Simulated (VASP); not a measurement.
# TiSi (Fm-3m) in VASP: single point with HSE06

Aim: the single point of TiSi with HSE06.

Everything below comes from runs of VASP 6.6.1. Logs are shortened: lines on timing, memory, paths and dates and some standing lists are left out, and cuts for length are marked.

**1. The cell of the first run**

The structure is cubic, space group Fm-3m (No. 225). The conventional cell has a = 5.220 Å, b = 5.220 Å, c = 5.220 Å, α = 90.00°, β = 90.00°, γ = 90.00°. Ti (site symmetry m-3m) has 6 Si at 2.61 Å within 3.4 Å. Within 3.4 Å of Si (site symmetry m-3m) lie 6 Ti at 2.61 Å.

**2. Single point, HSE06**

POSCAR reads:

```
TiSi
1.0
    0.0000000000      2.6100000000      2.6100000000
    2.6100000000      0.0000000000      2.6100000000
    2.6100000000      2.6100000000      0.0000000000
Ti Si
1 1
Direct
    0.0000000000      0.0000000000      0.0000000000
    0.5000000000      0.5000000000      0.5000000000
```

INCAR.step1 reads:

```
  PREC = Accurate
  ENCUT = 520
  EDIFF = 1E-5
  ISMEAR = 0
  SIGMA = 0.05
  LREAL = F
  LASPH = T
  NELM = 80
  ALGO = Normal
  ISIF = 2
  LWAVE = T
  LCHARG = F
  NBANDS = 15
  GGA = PE
```

INCAR.step2 reads:

```
  PREC = Accurate
  ENCUT = 520
  EDIFF = 1E-6
  ISMEAR = 0
  SIGMA = 0.05
  LREAL = F
  LASPH = T
  NELM = 80
  ALGO = Normal
  ISIF = 2
  LWAVE = F
  LCHARG = F
  GGA = PE
  LHFCALC = T
  HFSCREEN = 0.2079
  PRECFOCK = Normal
  NBANDS = 15
  ISTART = 1
```

KPOINTS reads:

```
Automatic mesh
0
Gamma
  6 6 6
```

Potentials or basis: VASP PAW PBE potentials, release 64 (Ti_sv, Si).

Run with:

```console
cat potpaw_PBE.64/Ti_sv/POTCAR potpaw_PBE.64/Si/POTCAR > POTCAR
cp INCAR.step1 INCAR
mpirun -np 1 vasp_std > vasp.out
cp INCAR.step2 INCAR
mpirun -np 1 vasp_std > vasp.out
```

OUTCAR:

```text
PREC = Accurate
   ENCUT = 520
   EDIFF = 1E-6
   ISMEAR = 0
   LREAL = F
   LASPH = T
   NELM = 80
   ISIF = 2
   GGA = PE
   LHFCALC = T
   HFSCREEN = 0.2079
   PRECFOCK = Normal
   ISTART = 1

 ion  position               nearest neighbor table
   1  0.000  0.000  0.000-   2 2.61   2 2.61   2 2.61   2 2.61   2 2.61   2 2.61
   2  0.500  0.500  0.500-   1 2.61   1 2.61   1 2.61   1 2.61   1 2.61   1 2.61

  LATTYP: Found a face centered cubic cell.
 ALAT       =     5.2200000000

  Lattice vectors:

 A1 = (   0.0000000000,   2.6100000000,   2.6100000000)
 A2 = (   2.6100000000,   0.0000000000,   2.6100000000)
 A3 = (   2.6100000000,   2.6100000000,   0.0000000000)

Analysis of symmetry for initial positions (statically):
=====================================================================
 Subroutine PRICEL returns:
 Original cell was already a primitive cell.

 Routine SETGRP: Setting up the symmetry group for a
 face centered cubic supercell.

 Subroutine GETGRP returns: Found 48 space group operations
 (whereof 48 operations were pure point group operations)
 out of a pool of 48 trial point group operations.

The static configuration has the point symmetry O_h .

Analysis of symmetry for dynamics (positions and initial velocities):
=====================================================================
 Subroutine PRICEL returns:
 Original cell was already a primitive cell.

 Routine SETGRP: Setting up the symmetry group for a
 face centered cubic supercell.

 Subroutine GETGRP returns: Found 48 space group operations
 (whereof 48 operations were pure point group operations)
 out of a pool of 48 trial point group operations.

The dynamic configuration has the point symmetry O_h .

 Subroutine INISYM returns: Found 48 space group operations
 (whereof 48 operations are pure point group operations),
 and found     1 'primitive' translations

----------------------------------------------------------------------------------------

                                     Primitive cell

  volume of cell :      35.5592

  direct lattice vectors                    reciprocal lattice vectors
     0.000000000  2.610000000  2.610000000    -0.191570881  0.191570881  0.191570881
     2.610000000  0.000000000  2.610000000     0.191570881 -0.191570881  0.191570881
     2.610000000  2.610000000  0.000000000     0.191570881  0.191570881 -0.191570881

  length of vectors
     3.691097398  3.691097398  3.691097398     0.331810500  0.331810500  0.331810500

  position of ions in fractional coordinates (direct lattice)
     0.000000000  0.000000000  0.000000000
     0.500000000  0.500000000  0.500000000

  ion indices of the primitive-cell ions
   primitive index   ion index
                 1           1
                 2           2

----------------------------------------------------------------------------------------

 KPOINTS: Automatic mesh

Automatic generation of k-mesh.
 Grid dimensions read from file:
 generate k-points for:    6    6    6

 Generating k-lattice:

  Cartesian coordinates                     Fractional coordinates (reciprocal lattice)
    -0.031928480  0.031928480  0.031928480     0.166666667  0.000000000  0.000000000
     0.031928480 -0.031928480  0.031928480     0.000000000  0.166666667  0.000000000
     0.031928480  0.031928480 -0.031928480     0.000000000  0.000000000  0.166666667

  Length of vectors
     0.055301750  0.055301750  0.055301750

  Shift w.r.t. Gamma in fractional coordinates (k-lattice)
     0.000000000  0.000000000  0.000000000

 Subroutine IBZKPT returns following result:
 ===========================================

 Found     16 irreducible k-points:

 Following reciprocal coordinates:
            Coordinates               Weight
  0.000000  0.000000  0.000000      1.000000
  0.166667  0.000000  0.000000      8.000000
  0.333333  0.000000  0.000000      8.000000
  0.500000  0.000000  0.000000      4.000000
  0.166667  0.166667  0.000000      6.000000
  0.333333  0.166667  0.000000     24.000000
[... 8 lines left out ...]
 -0.333333  0.333333  0.166667     24.000000
 -0.333333  0.500000  0.166667     12.000000
   k-points           NKPTS =     16   k-points in BZ     NKDIM =    216   number of bands    NBANDS=     15
   number of dos      NEDOS =    301   number of ions     NIONS =      2
   total plane-waves  NPLWV =  21952
   dimension x,y,z NGX =    28 NGY =   28 NGZ =   28
   dimension x,y,z NGXF=    56 NGYF=   56 NGZF=   56
   ions per type =               1   1
   NGX,Y,Z   is equivalent  to a cutoff of  12.61, 12.61, 12.61 a.u.
   NGXF,Y,Z  is equivalent  to a cutoff of  25.22, 25.22, 25.22 a.u.
 SYSTEM =  unknown system
   PREC   = accura    normal or accurate (medium, high low for compatibility)
   ISTART =      1    job   : 0-new  1-cont  2-samecut
   ICHARG =      0    charge: 1-file 2-atom 10-const
   ISPIN  =      1    spin polarized calculation?
   LNONCOLLINEAR =      F non collinear calculations
   LSORBIT =      F    spin-orbit coupling
   LASPH  =      T    aspherical Exc in radial PAW
   ENCUT  =  520.0 eV  38.22 Ry    6.18 a.u.   6.86  6.86  6.86*2*pi/ulx,y,z
   NELM   =     80;   NELMIN=  2; NELMDL=  0     # of ELM steps
   EDIFF  = 0.1E-05   stopping-criterion for ELM
   LREAL  =      F    real-space projection
   EDIFFG = 0.1E-04   stopping-criterion for IOM
   NSW    =      0    number of steps for IOM
   IBRION =     -1    ionic relax: 0-MD 1-quasi-New 2-CG
   NFREE  =      0    steps in history (QN), initial steepest desc. (CG)
   ISIF   =      2    stress and relaxation
   ISYM   =      3    0-nonsym 1-usesym 2-fastsym
   POTIM  = 0.5000    time-step for ionic-motion
   TEBEG  =    0.0;   TEEND  =   0.0 temperature during run
   PSTRESS=    0.0 pullay stress
   NELECT =      16.0000    total number of electrons
   NUPDOWN=      -1.0000    fix difference up-down
   EMIN   =  10.00;   EMAX   =-10.00  energy-range for DOS
   EFERMI =   0.00;   METHOD = LEGACY
   ISMEAR =     0;   SIGMA  =   0.05  broadening in eV -4-tet -1-fermi 0-gaus
   EFERMI_NEDOS =   21; number of points for ismear=-14 and -15
   IALGO  =     38    algorithm
   IMIX   =      1    mixing-type and parameters
     AMIX     =   0.40;   BMIX     =  1.00
     AMIX_MAG =   1.60;   BMIX_MAG =  1.00
  volume/ion in A,a.u.               =      17.78       119.98
  Fermi-wavevector in a.u.,A,eV,Ry     =   1.254482  2.370627 21.411818  1.573724
  Thomas-Fermi vector in A             =   2.388284
   LORBIT       =      0    0 simple, 1 ext, 2 COOP (PROOUT), +10 PAW based schemes
   GGA     = PE    functional components
   LHFCALC =     T    Hartree Fock is set to
   PRECFOCK=normal    Normal, Fast or Accurate (Low or Medium for compatibility)
   ENCUT4O =  -1.0   cutoff for four orbital integrals eV
   NKREDX  =     1    reduce k-point grid by
   NKREDY  =     1    reduce k-point grid by
   NKREDZ  =     1    reduce k-point grid by
   AEXX    =    0.2500 exact exchange contribution
   HFSCREEN=    0.2079 screening length (either q_TF or 0.3 A-1)
   HFSCREENC=   0.2079 screening length for correlation (either q_TF or 0.3 A-1)
   ENCUTFOCK=  -1.0 apply spherical cutoff to Coloumb kernel
   IVDW    =     0    specifies the selected vdW correction
   LEPSILON=     F    determine dielectric tensor
   LRPA    =     F    only Hartree local field effects (RPA)
 non-spin polarized calculation
 Gauss-broadening in eV      SIGMA  =   0.05
  energy-cutoff  :      520.00
  volume of cell :       35.56
 maximum number of plane-waves:       982
  NGX = 24; NGY = 24; NGZ = 24

 number of electron      16.0000004 magnetization

 Free energy of the ion-electron system (eV)
  ---------------------------------------------------
  ext. energy  EPLUGINS =         0.00000000
  ---------------------------------------------------
  free energy    TOTEN  =       -16.61646571 eV

  energy without entropy =      -16.61446862  energy(sigma->0) =      -16.61546716

 E-fermi :   7.5689     XC(G=0):  -8.8986

 val. band max:        7.4300120256   @ k =   0.3333   0.3333   0.0000
 cond. band min:       7.5754391676   @ k =   0.1667   0.1667   0.0000
 fundamental gap:      0.1454271420
 Fermi energy:         7.5688920894

 k-point     1 :       0.0000    0.0000    0.0000
  band No.  band energies     occupation
      1     -54.5241      2.00000
      2     -29.1138      2.00000
      3     -29.1138      2.00000
      4     -29.1138      2.00000
      5      -3.8459      2.00000
      6       7.6658      0.00611
      7       7.6658      0.00610
      8       7.9356      0.00000
      9       7.9356      0.00000
     10       7.9356      0.00000
     11      10.7787      0.00000
     12      10.7787      0.00000
     13      10.7787      0.00000
     14      17.6705      0.00000
     15      17.7750      0.00000

 k-point     2 :       0.1667    0.0000    0.0000
  band No.  band energies     occupation
      1     -54.5221      2.00000
      2     -29.1369      2.00000
      3     -29.1166      2.00000
      4     -29.1166      2.00000
      5      -3.3457      2.00000
      6       6.5901      2.00000
      7       6.8032      2.00000
      8       6.8032      2.00000
      9       8.2678      0.00000
     10       8.2678      0.00000
     11      10.3383      0.00000
     12      12.0021      0.00000
     13      12.0021      0.00000
     14      16.5302      0.00000
     15      18.7465      0.00000
[... 221 lines left out ...]
      3     -29.1632      2.00000
      4     -29.1388      2.00000
      5      -0.3675      2.00000
      6       3.1959      2.00000
      7       4.4174      2.00000
      8       5.4854      2.00000
      9       9.4959      0.00000
     10       9.6422      0.00000
     11      10.0720      0.00000
     12      11.1161      0.00000
     13      11.3775      0.00000
     14      16.1076      0.00000
     15      17.2938      0.00000

 k-point    16 :      -0.3333    0.5000    0.1667
  band No.  band energies     occupation
      1     -54.5132      2.00000
      2     -29.1893      2.00000
      3     -29.1625      2.00000
      4     -29.1478      2.00000
      5      -0.4150      2.00000
      6       3.6912      2.00000
      7       4.7574      2.00000
      8       5.4782      2.00000
      9       9.1947      0.00000
     10       9.5097      0.00000
     11      10.1946      0.00000
     12      10.2648      0.00000
     13      10.6293      0.00000
     14      15.8679      0.00000
     15      17.0745      0.00000

------------------------ aborting loop because EDIFF is reached ----------------------------------------

  FORCE on cell =-STRESS in cart. coord.  units (eV):
  Direction    XX          YY          ZZ          XY          YZ          ZX
  --------------------------------------------------------------------------------------
  -------------------------------------------------------------------------------------
  Total       -2.1779608     -2.1779608     -2.1779608      0.0000000      0.0000000      0.0000000
  in kB      -98.1316532    -98.1316532    -98.1316532      0.0000000      0.0000000      0.0000000
  external PRESSURE =     -98.1316532 kB  Pullay stress =       0.0000000 kB

 VOLUME and BASIS-vectors are now :
 -----------------------------------------------------------------------------
  energy-cutoff  :      520.00
  volume of cell :       35.56
      direct lattice vectors                 reciprocal lattice vectors
     0.000000000  2.610000000  2.610000000    -0.191570881  0.191570881  0.191570881
     2.610000000  0.000000000  2.610000000     0.191570881 -0.191570881  0.191570881
     2.610000000  2.610000000  0.000000000     0.191570881  0.191570881 -0.191570881

 POSITION                                       TOTAL-FORCE (eV/Angst)
 -----------------------------------------------------------------------------------
      0.00000      0.00000      0.00000        -0.000000      0.000000      0.000000
      2.61000      2.61000      2.61000         0.000000     -0.000000     -0.000000
 -----------------------------------------------------------------------------------
    total drift:                               -0.000000     -0.000000     -0.000000

  FREE ENERGIE OF THE ION-ELECTRON SYSTEM (eV)
  ---------------------------------------------------
  free  energy   TOTEN  =       -16.6164657052 eV

  energy  without entropy=      -16.6144686153  energy(sigma->0) =      -16.61546716
```

It took 79 min on 1 thread of Intel Xeon 8259CL, shared host; peak memory 0.29 GiB.

What came out:

- Free energy: -16.6165 eV
- Pressure: -9.8 GPa
- Band gap on the k mesh: zero (bands 8 and 9 overlap by 0.51 eV)

Levels at points of the mesh, in eV from the Fermi level:
```tsv
k point	band 4	band 5	band 6	band 7	band 8	band 9	band 10	band 11	band 12	band 13
(0.00, 0.00, 0.00)	-36.68	-11.41	0.10	0.10	0.37	0.37	0.37	3.21	3.21	3.21
(0.50, 0.00, 0.00)	-36.69	-8.14	-5.71	-2.24	-2.24	2.21	2.21	2.96	5.56	7.36
(0.50, 0.50, 0.00)	-36.72	-8.31	-4.21	-1.49	0.04	0.04	0.91	2.69	2.69	2.89
```

Caveat: the cell stands under tension; the PAW data sets were made with another functional, which shifts forces and pressure a little.

The gap in the log of VASP goes by the Fermi energy; the results here count the filled bands.